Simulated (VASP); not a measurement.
# BeTe (Immm) in VASP: further runs

The runs below take BeTe through single point, relaxation of cell and atoms, with PBE.

All numbers are computed with VASP 6.6.1; they aren't measurements. Logs are shortened: lines on timing, memory, paths and dates and some standing lists are left out, and cuts for length are marked.

## Step 1: The cell of the first run

The structure is orthorhombic, space group Immm (No. 71). The conventional cell has a = 4.025 Å, b = 4.581 Å, c = 4.832 Å, α = 90.00°, β = 90.00°, γ = 90.00°. Be (site symmetry mmm) has 2 Te at 2.29 Å within 3.0 Å. Within 3.0 Å of Te (site symmetry mmm) lie 2 Be at 2.29 Å.

## Step 2: Single point, PBE

File INCAR:

```
PREC     = Accurate       # precision mode
ENCUT    = 520            # plane-wave cutoff, eV
EDIFF    = 1E-7           # SCF threshold, eV
ISMEAR   = 0              # smearing method
SIGMA    = 0.1            # smearing width, eV
LREAL    = False          # projectors in reciprocal space
LASPH    = True           # aspherical terms in the spheres
NELM     = 100            # most SCF steps
ALGO     = Normal         # electronic algorithm
ISIF     = 2              # what is computed and relaxed
LWAVE    = False          # write WAVECAR
LCHARG   = False          # write CHGCAR
GGA      = PE             # functional
NBANDS   = 11             # bands
```

File KPOINTS:

```
Automatic mesh
0
Gamma
  6 6 6
```

File POSCAR:

```
BeTe
1.0
   -2.0122769900      2.2905059000      2.4161685500
    2.0122769900     -2.2905059000      2.4161685500
    2.0122769900      2.2905059000     -2.4161685500
Be Te
1 1
Direct
    0.5000000000      0.0000000000      0.5000000000
    0.0000000000      0.0000000000      0.0000000000
```

Potentials or basis: VASP PAW PBE potentials, release 64 (Be, Te).

Run with:

```
> cat potpaw_PBE.64/Be/POTCAR potpaw_PBE.64/Te/POTCAR > POTCAR
> mpirun -np 1 vasp_std > vasp.out
```

OUTCAR:

```text
PREC = Accurate
   ENCUT = 520
   EDIFF = 1E-7
   ISMEAR = 0
   LREAL = False
   LASPH = True
   NELM = 100
   ISIF = 2
   GGA = PE

 ion  position               nearest neighbor table
   1  0.500  0.000  0.500-   2 2.29   2 2.29
   2  0.000  0.000  0.000-   1 2.29   1 2.29

  LATTYP: Found a body centered orthorhombic cell.
 ALAT       =     4.0245539800
 B/A-ratio  =     1.1382657116
 C/A-ratio  =     1.2007137000

  Lattice vectors:

 A1 = (  -2.0122769900,   2.2905059000,   2.4161685500)
 A2 = (   2.0122769900,  -2.2905059000,   2.4161685500)
 A3 = (   2.0122769900,   2.2905059000,  -2.4161685500)

Analysis of symmetry for initial positions (statically):
=====================================================================
 Subroutine PRICEL returns:
 Original cell was already a primitive cell.

 Routine SETGRP: Setting up the symmetry group for a
 body centered orthorhombic supercell.

 Subroutine GETGRP returns: Found  8 space group operations
 (whereof  8 operations were pure point group operations)
 out of a pool of  8 trial point group operations.

The static configuration has the point symmetry D_2h.

Analysis of symmetry for dynamics (positions and initial velocities):
=====================================================================
 Subroutine PRICEL returns:
 Original cell was already a primitive cell.

 Routine SETGRP: Setting up the symmetry group for a
 body centered orthorhombic supercell.

 Subroutine GETGRP returns: Found  8 space group operations
 (whereof  8 operations were pure point group operations)
 out of a pool of  8 trial point group operations.

The dynamic configuration has the point symmetry D_2h.

 Subroutine INISYM returns: Found  8 space group operations
 (whereof  8 operations are pure point group operations),
 and found     1 'primitive' translations

----------------------------------------------------------------------------------------

                                     Primitive cell

  volume of cell :      44.5458

  direct lattice vectors                    reciprocal lattice vectors
    -2.012276990  2.290505900  2.416168550     0.000000000  0.218292387  0.206939205
     2.012276990 -2.290505900  2.416168550     0.248474739  0.000000000  0.206939205
     2.012276990  2.290505900 -2.416168550     0.248474739  0.218292387  0.000000000

  length of vectors
     3.890185911  3.890185911  3.890185911     0.300791291  0.323362847  0.330743499

  position of ions in fractional coordinates (direct lattice)
     0.500000000  0.000000000  0.500000000
     0.000000000  0.000000000  0.000000000

  ion indices of the primitive-cell ions
   primitive index   ion index
                 1           1
                 2           2

----------------------------------------------------------------------------------------

 KPOINTS: Automatic mesh

Automatic generation of k-mesh.
 Grid dimensions read from file:
 generate k-points for:    6    6    6

 Generating k-lattice:

  Cartesian coordinates                     Fractional coordinates (reciprocal lattice)
     0.000000000  0.036382064  0.034489868     0.166666667  0.000000000 -0.000000000
     0.041412457  0.000000000  0.034489868     0.000000000  0.166666667  0.000000000
     0.041412457  0.036382064  0.000000000    -0.000000000  0.000000000  0.166666667

  Length of vectors
     0.050131882  0.053893808  0.055123916

  Shift w.r.t. Gamma in fractional coordinates (k-lattice)
     0.000000000  0.000000000  0.000000000

 Subroutine IBZKPT returns following result:
 ===========================================

 Found     46 irreducible k-points:

 Following reciprocal coordinates:
            Coordinates               Weight
  0.000000  0.000000  0.000000      1.000000
  0.166667 -0.000000  0.000000      4.000000
  0.333333 -0.000000  0.000000      4.000000
  0.500000 -0.000000  0.000000      2.000000
  0.000000  0.166667 -0.000000      4.000000
  0.166667  0.166667  0.000000      8.000000
[... 16 lines left out ...]
 -0.166667  0.166667  0.166667      2.000000
  0.166667  0.333333  0.166667      4.000000
 [... further k-points ...]
   k-points           NKPTS =     46   k-points in BZ     NKDIM =     46   number of bands    NBANDS=     11
   number of dos      NEDOS =    301   number of ions     NIONS =      2
   total plane-waves  NPLWV =  27000
   dimension x,y,z NGX =    30 NGY =   30 NGZ =   30
   dimension x,y,z NGXF=    60 NGYF=   60 NGZF=   60
   ions per type =               1   1
   NGX,Y,Z   is equivalent  to a cutoff of  12.82, 12.82, 12.82 a.u.
   NGXF,Y,Z  is equivalent  to a cutoff of  25.64, 25.64, 25.64 a.u.
 SYSTEM =  unknown system
   PREC   = accura    normal or accurate (medium, high low for compatibility)
   ISTART =      0    job   : 0-new  1-cont  2-samecut
   ICHARG =      2    charge: 1-file 2-atom 10-const
   ISPIN  =      1    spin polarized calculation?
   LNONCOLLINEAR =      F non collinear calculations
   LSORBIT =      F    spin-orbit coupling
   LASPH  =      T    aspherical Exc in radial PAW
   ENCUT  =  520.0 eV  38.22 Ry    6.18 a.u.   7.23  7.23  7.23*2*pi/ulx,y,z
   NELM   =    100;   NELMIN=  2; NELMDL= -5     # of ELM steps
   EDIFF  = 0.1E-06   stopping-criterion for ELM
   LREAL  =      F    real-space projection
   EDIFFG = 0.1E-05   stopping-criterion for IOM
   NSW    =      0    number of steps for IOM
   IBRION =     -1    ionic relax: 0-MD 1-quasi-New 2-CG
   NFREE  =      0    steps in history (QN), initial steepest desc. (CG)
   ISIF   =      2    stress and relaxation
   ISYM   =      2    0-nonsym 1-usesym 2-fastsym
   POTIM  = 0.5000    time-step for ionic-motion
   TEBEG  =    0.0;   TEEND  =   0.0 temperature during run
   PSTRESS=    0.0 pullay stress
   NELECT =       8.0000    total number of electrons
   NUPDOWN=      -1.0000    fix difference up-down
   EMIN   =  10.00;   EMAX   =-10.00  energy-range for DOS
   EFERMI =   0.00;   METHOD = LEGACY
   ISMEAR =     0;   SIGMA  =   0.10  broadening in eV -4-tet -1-fermi 0-gaus
   EFERMI_NEDOS =   21; number of points for ismear=-14 and -15
   IALGO  =     38    algorithm
   IMIX   =      4    mixing-type and parameters
     AMIX     =   0.40;   BMIX     =  1.00
     AMIX_MAG =   1.60;   BMIX_MAG =  1.00
  volume/ion in A,a.u.               =      22.27       150.30
  Fermi-wavevector in a.u.,A,eV,Ry     =   0.923640  1.745426 11.607276  0.853111
  Thomas-Fermi vector in A             =   2.049299
   LORBIT       =      0    0 simple, 1 ext, 2 COOP (PROOUT), +10 PAW based schemes
   GGA     = PE    functional components
   LHFCALC =     F    Hartree Fock is set to
   AEXX    =    0.0000 exact exchange contribution
   IVDW    =     0    specifies the selected vdW correction
   LEPSILON=     F    determine dielectric tensor
   LRPA    =     F    only Hartree local field effects (RPA)
 non-spin polarized calculation
 Gauss-broadening in eV      SIGMA  =   0.10
  energy-cutoff  :      520.00
  volume of cell :       44.55
 maximum number of plane-waves:      1214
 NGX is ok and might be reduce to    30
   NGX = 15   NGY = 15   NGZ = 15

 number of electron       8.0000000 magnetization

 Free energy of the ion-electron system (eV)
  ---------------------------------------------------
  ext. energy  EPLUGINS =         0.00000000
  ---------------------------------------------------
  free energy    TOTEN  =        -5.99674373 eV

  energy without entropy =       -5.99351758  energy(sigma->0) =       -5.99513066

 E-fermi :   5.5643     XC(G=0):  -9.2740

 val. band max:        5.4922972181   @ k =   0.5000  -0.3333   0.3333
 cond. band min:       5.5876771746   @ k =  -0.0000   0.3333   0.0000
 fundamental gap:      0.0953799565
 Fermi energy:         5.5643031150

 k-point     1 :       0.0000    0.0000    0.0000
  band No.  band energies     occupation
      1      -7.0347      2.00000
      2       2.7058      2.00000
      3       6.0209      0.00000
      4       6.4819      0.00000
      5       7.8276      0.00000
      6       9.1643      0.00000
      7       9.6637      0.00000
      8      11.4247      0.00000
      9      13.0849      0.00000
     10      13.2583      0.00000
     11      13.4939      0.00000

 k-point     2 :       0.1667   -0.0000    0.0000
  band No.  band energies     occupation
      1      -6.7905      2.00000
      2       1.9079      2.00000
      3       5.2032      2.00000
      4       6.0835      0.00000
      5       8.4889      0.00000
      6       9.0345      0.00000
      7       9.0884      0.00000
      8      12.8673      0.00000
      9      13.4666      0.00000
     10      14.1316      0.00000
     11      14.2004      0.00000

 k-point     3 :       0.3333   -0.0000    0.0000
  band No.  band energies     occupation
      1      -6.1823      2.00000
      2       0.1355      2.00000
      3       5.1956      2.00000
      4       5.4542      1.88059
      5       7.6787      0.00000
      6       8.2419      0.00000
      7      10.1917      0.00000
      8      13.1385      0.00000
      9      13.6944      0.00000
     10      15.1433      0.00000
     11      16.4962      0.00000

 k-point     4 :       0.5000   -0.0000    0.0000
  band No.  band energies     occupation
      1      -5.7725      2.00000
      2      -0.7790      2.00000
      3       5.1920      2.00000
      4       5.3915      1.98548
      5       7.3188      0.00000
      6       7.9465      0.00000
      7      10.7795      0.00000
      8      12.9090      0.00000
      9      13.5003      0.00000
     10      14.0939      0.00000
     11      18.8576      0.00000

 k-point     5 :       0.0000    0.1667   -0.0000
  band No.  band energies     occupation
      1      -6.7398      2.00000
      2       2.4108      2.00000
      3       4.1748      2.00000
      4       5.9986      0.00000
      5       7.7056      0.00000
      6       9.2033      0.00000
      7       9.9214      0.00000
      8      11.3893      0.00000
      9      13.3564      0.00000
     10      13.6055      0.00000
     11      15.8451      0.00000
[... 211 lines left out ...]
 k-point    21 :       0.1667    0.1667    0.1667
  band No.  band energies     occupation
      1      -5.7285      2.00000
      2       0.3646      2.00000
      3       2.7458      2.00000
      4       3.7108      2.00000
      5       8.5869      0.00000
      6       9.4259      0.00000
      7      10.5861      0.00000
      8      13.3001      0.00000
      9      14.3472      0.00000
     10      16.3510      0.00000
     11      16.6423      0.00000

 k-point    22 :       0.3333    0.1667    0.1667
  band No.  band energies     occupation
      1      -5.4644      2.00000
      2      -0.0413      2.00000
      3       2.4734      2.00000
      4       3.0571      2.00000
      5       9.7155      0.00000
      6      10.0139      0.00000
      7      10.9758      0.00000
      8      12.4065      0.00000
      9      15.9601      0.00000
     10      16.7114      0.00000
     11      16.7658      0.00000

 k-point    23 :      -0.1667    0.1667    0.1667
  band No.  band energies     occupation
      1      -6.3626      2.00000
      2       2.1878      2.00000
      3       3.4368      2.00000
      4       4.7359      2.00000
      5       7.4450      0.00000
      6       8.4992      0.00000
      7       9.6440      0.00000
      8      11.9360      0.00000
      9      12.3325      0.00000
     10      16.8106      0.00000
     11      16.9993      0.00000

 k-point    24 :       0.1667    0.3333    0.1667
  band No.  band energies     occupation
      1      -5.3834      2.00000
      2       0.6704      2.00000
      3       1.1233      2.00000
      4       3.3654      2.00000
      5       8.8970      0.00000
      6       9.6047      0.00000
      7      11.8178      0.00000
      8      13.4559      0.00000
      9      14.0556      0.00000
     10      16.2286      0.00000
     11      17.2531      0.00000

 [... further k-points ...]
[... 5 lines left out ...]
  --------------------------------------------------------------------------------------
  -------------------------------------------------------------------------------------
  Total       -0.5642827      3.7499766     -1.7333689      0.0000000      0.0000000      0.0000000
  in kB      -20.2955546    134.8753991    -62.3440744      0.0000000      0.0000000      0.0000000
  external PRESSURE =      17.4119234 kB  Pullay stress =       0.0000000 kB

 VOLUME and BASIS-vectors are now :
 -----------------------------------------------------------------------------
  energy-cutoff  :      520.00
  volume of cell :       44.55
      direct lattice vectors                 reciprocal lattice vectors
    -2.012276990  2.290505900  2.416168550     0.000000000  0.218292387  0.206939205
     2.012276990 -2.290505900  2.416168550     0.248474739  0.000000000  0.206939205
     2.012276990  2.290505900 -2.416168550     0.248474739  0.218292387  0.000000000

 POSITION                                       TOTAL-FORCE (eV/Angst)
 -----------------------------------------------------------------------------------
      0.00000      2.29051      0.00000         0.000000      0.000000      0.000000
      0.00000      0.00000      0.00000        -0.000000     -0.000000     -0.000000
 -----------------------------------------------------------------------------------
    total drift:                               -0.000000     -0.000000     -0.000000

  FREE ENERGIE OF THE ION-ELECTRON SYSTEM (eV)
  ---------------------------------------------------
  free  energy   TOTEN  =        -5.9967437310 eV

  energy  without entropy=       -5.9935175810  energy(sigma->0) =       -5.99513066
```

It took 13 s on 1 thread of Intel Xeon 6975P-C (Granite Rapids), shared host; peak memory 0.18 GiB.

What came out:

```yaml
Free_energy: -5.9967 eV
Pressure: 1.7 GPa
Band_gap_on_the_k_mesh: zero (band 4 reaches 6.48 eV, above the bottom of band 5 at 4.47 eV)
```

Caveat: spin-orbit coupling is left out, which moves the levels of the heavy elements.

(Part 1 of 2 ends here.)
